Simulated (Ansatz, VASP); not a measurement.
# Al in VASP and in Ansatz

```xyz
2
Lattice="2.8133 0.0000 0.0000 -1.4067 2.4364 0.0000 0.0000 0.0000 4.5258" Properties=species:S:1:pos:R:3 pbc="T T T"
Al    0.0000    1.6243    1.1315
Al    1.4067    0.8121    3.3944
```

Alike in both runs: task single point; functional revPBE; k mesh 14 × 14 × 8; occupations fermi-dirac, width 0.1 eV; no spin polarisation.

```csv
,VASP,Ansatz
version,VASP 6.6.1,Ansatz 0.2.0
potentials or method,"VASP PAW PBE potentials, release 64 (Al), cutoff 520 eV","plane waves (420 eV) with PAW, scalar-relativistic"
valence electrons in the cell,6,6
```

```csv
,VASP,Ansatz,Ansatz less VASP
pressure (GPa),7.2,7.4,+0.20
"traceless stress, the component that is largest in VASP (GPa)",1.64,1.65,+0.008
```

VASP's potentials were made for PBE, not for revPBE.
